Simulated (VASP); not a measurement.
# Ag (Fm-3m) in VASP: single point with PBE

Aim: the single point of Ag with PBE.

Program: VASP 6.6.1. These are calculated values, not measurements. Logs are shortened: lines on timing, memory, paths and dates and some standing lists are left out, and cuts for length are marked.

## Step 1: The cell of the first run

The structure is cubic, space group Fm-3m (No. 225). Conventional cell: a = 4.151 Å, b = 4.151 Å, c = 4.151 Å, α = 90.00°, β = 90.00°, γ = 90.00°. Within 3.9 Å of Ag (site symmetry m-3m) lie 12 Ag at 2.93 Å.

## Step 2: Single point, PBE

Contents of INCAR:

```
SYSTEM = Ag
PREC = Accurate
ENCUT = 520
EDIFF = 1E-6
ISMEAR = -1
SIGMA = 0.13605693000000002
LREAL = .FALSE.
LASPH = .TRUE.
NELM = 80
ALGO = Normal
ISIF = 2
LWAVE = .FALSE.
LCHARG = .FALSE.
GGA = PE
NBANDS = 12
```

Contents of KPOINTS:

```
Automatic mesh
0
G
  14 14 14
  0 0 0
```

Contents of POSCAR:

```
Ag
1.0
    0.0000000000      2.0752963239      2.0752963239
    2.0752963239      0.0000000000      2.0752963239
    2.0752963239      2.0752963239      0.0000000000
Ag
1
Direct
    0.0000000000      0.0000000000      0.0000000000
```

Potentials or basis: VASP PAW PBE potentials, release 64 (Ag).

Command:

```bash
cat potpaw_PBE.64/Ag/POTCAR > POTCAR
mpirun -np 1 vasp_std > vasp.out
```

OUTCAR:

```text
SYSTEM = Ag
   PREC = Accurate
   ENCUT = 520
   EDIFF = 1E-6
   ISMEAR = -1
   LREAL = .FALSE.
   LASPH = .TRUE.
   NELM = 80
   ISIF = 2
   GGA = PE

 ion  position               nearest neighbor table
   1  0.000  0.000  0.000-

  LATTYP: Found a face centered cubic cell.
 ALAT       =     4.1505926478

  Lattice vectors:

 A1 = (   0.0000000000,   2.0752963239,   2.0752963239)
 A2 = (   2.0752963239,   0.0000000000,   2.0752963239)
 A3 = (   2.0752963239,   2.0752963239,   0.0000000000)

Analysis of symmetry for initial positions (statically):
=====================================================================
 Subroutine PRICEL returns:
 Original cell was already a primitive cell.

 Routine SETGRP: Setting up the symmetry group for a
 face centered cubic supercell.

 Subroutine GETGRP returns: Found 48 space group operations
 (whereof 48 operations were pure point group operations)
 out of a pool of 48 trial point group operations.

The static configuration has the point symmetry O_h .

Analysis of symmetry for dynamics (positions and initial velocities):
=====================================================================
 Subroutine PRICEL returns:
 Original cell was already a primitive cell.

 Routine SETGRP: Setting up the symmetry group for a
 face centered cubic supercell.

 Subroutine GETGRP returns: Found 48 space group operations
 (whereof 48 operations were pure point group operations)
 out of a pool of 48 trial point group operations.

The dynamic configuration has the point symmetry O_h .

 Subroutine INISYM returns: Found 48 space group operations
 (whereof 48 operations are pure point group operations),
 and found     1 'primitive' translations

----------------------------------------------------------------------------------------

                                     Primitive cell

  volume of cell :      17.8760

  direct lattice vectors                    reciprocal lattice vectors
     0.000000000  2.075296324  2.075296324    -0.240929449  0.240929449  0.240929449
     2.075296324  0.000000000  2.075296324     0.240929449 -0.240929449  0.240929449
     2.075296324  2.075296324  0.000000000     0.240929449  0.240929449 -0.240929449

  length of vectors
     2.934912207  2.934912207  2.934912207     0.417302047  0.417302047  0.417302047

  position of ions in fractional coordinates (direct lattice)
     0.000000000  0.000000000  0.000000000

  ion indices of the primitive-cell ions
   primitive index   ion index
                 1           1

[... 79 lines left out ...]
   POTIM  = 0.5000    time-step for ionic-motion
   TEBEG  =    0.0;   TEEND  =   0.0 temperature during run
   PSTRESS=    0.0 pullay stress
   NELECT =      11.0000    total number of electrons
   NUPDOWN=      -1.0000    fix difference up-down
   EMIN   =  10.00;   EMAX   =-10.00  energy-range for DOS
   EFERMI =   0.00;   METHOD = LEGACY
   ISMEAR =    -1;   SIGMA  =   0.14  broadening in eV -4-tet -1-fermi 0-gaus
   EFERMI_NEDOS =   21; number of points for ismear=-14 and -15
   IALGO  =     38    algorithm
   IMIX   =      4    mixing-type and parameters
     AMIX     =   0.40;   BMIX     =  1.00
     AMIX_MAG =   1.60;   BMIX_MAG =  1.00
  volume/ion in A,a.u.               =      17.88       120.63
  Fermi-wavevector in a.u.,A,eV,Ry     =   1.392459  2.631365 26.380891  1.938941
  Thomas-Fermi vector in A             =   2.516199
   LORBIT       =      0    0 simple, 1 ext, 2 COOP (PROOUT), +10 PAW based schemes
   GGA     = PE    functional components
   LHFCALC =     F    Hartree Fock is set to
   AEXX    =    0.0000 exact exchange contribution
   IVDW    =     0    specifies the selected vdW correction
   LEPSILON=     F    determine dielectric tensor
   LRPA    =     F    only Hartree local field effects (RPA)
 non-spin polarized calculation
  energy-cutoff  :      520.00
  volume of cell :       17.88
 maximum number of plane-waves:       531
 NGX is ok and might be reduce to    24
   NGX = 11   NGY = 11   NGZ = 11

 number of electron      11.0000000 magnetization

 Free energy of the ion-electron system (eV)
  ---------------------------------------------------
  ext. energy  EPLUGINS =         0.00000000
  ---------------------------------------------------
  free energy    TOTEN  =        -2.72602954 eV

  energy without entropy =       -2.70880369  energy(sigma->0) =       -2.71741662

 E-fermi :   7.7553     XC(G=0): -11.9296

 val. band max:        7.5273858289   @ k =   0.4286   0.3571   0.0000
 cond. band min:       7.7623979523   @ k =   0.5000   0.2143   0.0714
 fundamental gap:      0.2350121235
 Fermi energy:         7.7553121715

 k-point     1 :       0.0000    0.0000    0.0000
  band No.  band energies     occupation
      1       0.3634      2.00000
      2       3.1495      2.00000
      3       3.1495      2.00000
      4       3.1495      2.00000
      5       4.0998      2.00000
      6       4.0998      2.00000
      7      23.7045      0.00000
      8      27.0029      0.00000
      9      27.0029      0.00000
     10      27.0029      0.00000
     11      31.6980      0.00000
     12      32.5463      0.00000
[... 331 lines left out ...]
 k-point    24 :       0.2857    0.1429    0.0000
  band No.  band energies     occupation
      1       2.0185      2.00000
      2       2.7785      2.00000
      3       3.3675      2.00000
      4       3.6060      2.00000
      5       4.4231      2.00000
      6       4.4553      2.00000
      7      19.4134      0.00000
      8      23.4467      0.00000
      9      23.8429      0.00000
     10      25.7363      0.00000
     11      28.8504      0.00000
     12      32.3686      0.00000

 [... further k-points ...]

------------------------ aborting loop because EDIFF is reached ----------------------------------------

  FORCE on cell =-STRESS in cart. coord.  units (eV):
  Direction    XX          YY          ZZ          XY          YZ          ZX
  --------------------------------------------------------------------------------------
  -------------------------------------------------------------------------------------
  Total       -0.0248646     -0.0248646     -0.0248646     -0.0000000     -0.0000000      0.0000000
  in kB       -2.2285501     -2.2285501     -2.2285501     -0.0000000     -0.0000000      0.0000000
  external PRESSURE =      -2.2285501 kB  Pullay stress =       0.0000000 kB

 VOLUME and BASIS-vectors are now :
 -----------------------------------------------------------------------------
  energy-cutoff  :      520.00
  volume of cell :       17.88
      direct lattice vectors                 reciprocal lattice vectors
     0.000000000  2.075296324  2.075296324    -0.240929449  0.240929449  0.240929449
     2.075296324  0.000000000  2.075296324     0.240929449 -0.240929449  0.240929449
     2.075296324  2.075296324  0.000000000     0.240929449  0.240929449 -0.240929449

 POSITION                                       TOTAL-FORCE (eV/Angst)
 -----------------------------------------------------------------------------------
      0.00000      0.00000      0.00000         0.000000      0.000000      0.000000
 -----------------------------------------------------------------------------------
    total drift:                                0.000000      0.000000      0.000000

  FREE ENERGIE OF THE ION-ELECTRON SYSTEM (eV)
  ---------------------------------------------------
  free  energy   TOTEN  =        -2.7260295396 eV

  energy  without entropy=       -2.7088036939  energy(sigma->0) =       -2.71741662
```

OSZICAR:

```text
N       E                     dE             d eps       ncg     rms          rms(c)
DAV:   1     0.499624201186E+02    0.49962E+02   -0.54068E+03  2528   0.817E+02
DAV:   2    -0.218984203940E+01   -0.52152E+02   -0.49291E+02  2896   0.188E+02
DAV:   3    -0.296455470821E+01   -0.77471E+00   -0.77431E+00  2940   0.243E+01
DAV:   4    -0.296704649980E+01   -0.24918E-02   -0.24917E-02  2876   0.145E+00
DAV:   5    -0.296706752420E+01   -0.21024E-04   -0.21024E-04  2920   0.120E-01    0.463E+00
DAV:   6    -0.273487029856E+01    0.23220E+00   -0.94633E-01  2720   0.864E+00    0.307E+00
DAV:   7    -0.272850121844E+01    0.63691E-02   -0.73705E-03  2880   0.826E-01    0.176E+00
DAV:   8    -0.272601621408E+01    0.24850E-02   -0.70458E-04  2820   0.206E-01    0.781E-02
DAV:   9    -0.272602443372E+01   -0.82196E-05   -0.87860E-06  2944   0.218E-02    0.253E-02
DAV:  10    -0.272602989551E+01   -0.54618E-05   -0.41548E-06  2856   0.193E-02    0.451E-03
DAV:  11    -0.272602953962E+01    0.35588E-06   -0.79563E-08  1556   0.237E-03
   1 F= -.27260295E+01 E0= -.27174166E+01  d E =-.172258E-01
```

Run time: 15 s. Hardware: 1 thread of Intel Xeon Platinum 8488C (Sapphire Rapids), shared host; peak memory 0.15 GiB.

Results:

```yaml
Free_energy: -2.7260 eV
Pressure: -0.2 GPa
```

Levels at points of the mesh, in eV from the Fermi level:
```csv
k point,band 2,band 3,band 4,band 5,band 6,band 7,band 8,band 9,band 10,band 11
"(0.00, 0.00, 0.00)",-4.61,-4.61,-4.61,-3.66,-3.66,15.95,19.25,19.25,19.25,23.94
"(0.50, 0.00, 0.00)",-4.62,-4.62,-2.92,-2.92,-0.24,3.38,15.18,17.42,17.42,22.22
"(0.50, 0.50, 0.00)",-5.98,-2.95,-2.73,-2.73,1.69,6.42,10.46,10.46,16.66,16.68
```
